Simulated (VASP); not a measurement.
**ZnSe: single point with PBEsol**

Crystal: ZnSe.

```
CELL_PARAMETERS angstrom
0.00000 2.76597 2.76597
2.76597 0.00000 2.76597
2.76597 2.76597 0.00000
ATOMIC_POSITIONS crystal
Zn 0.00000 0.00000 0.00000
Se 0.75000 0.75000 0.75000
```

- Program: VASP 6.6.1
- Task: single point
- Functional: PBEsol
- Potentials or basis: VASP PAW PBE potentials, release 64 (Zn, Se)
- Cutoff: 520 eV
- k mesh: 8 × 8 × 8
- Occupations: gaussian, width 0.02 eV
- Spin: no spin polarisation

The pressure is 4.4 GPa and the band gap on the k mesh is 1.47 eV, direct.

Levels at points of the mesh, in eV from the valence-band top:
| k point | band 7 | band 8 | band 9 | band 10 | band 11 | band 12 |
| --- | --- | --- | --- | --- | --- | --- |
| (0.00, 0.00, 0.00) | 0.00 | 0.00 | 0.00 | 1.47 | 5.70 | 5.70 |
| (0.50, 0.00, 0.00) | -5.77 | -0.99 | -0.99 | 2.57 | 6.28 | 6.28 |
| (0.50, 0.50, 0.00) | -5.11 | -2.48 | -2.48 | 2.66 | 3.34 | 11.17 |

Run time: 32 s on 1 thread of Intel Xeon 6975P-C (shared host), peak memory 0.17 GiB.

Caveat: the PAW data sets were made with another functional, which shifts forces and pressure a little.
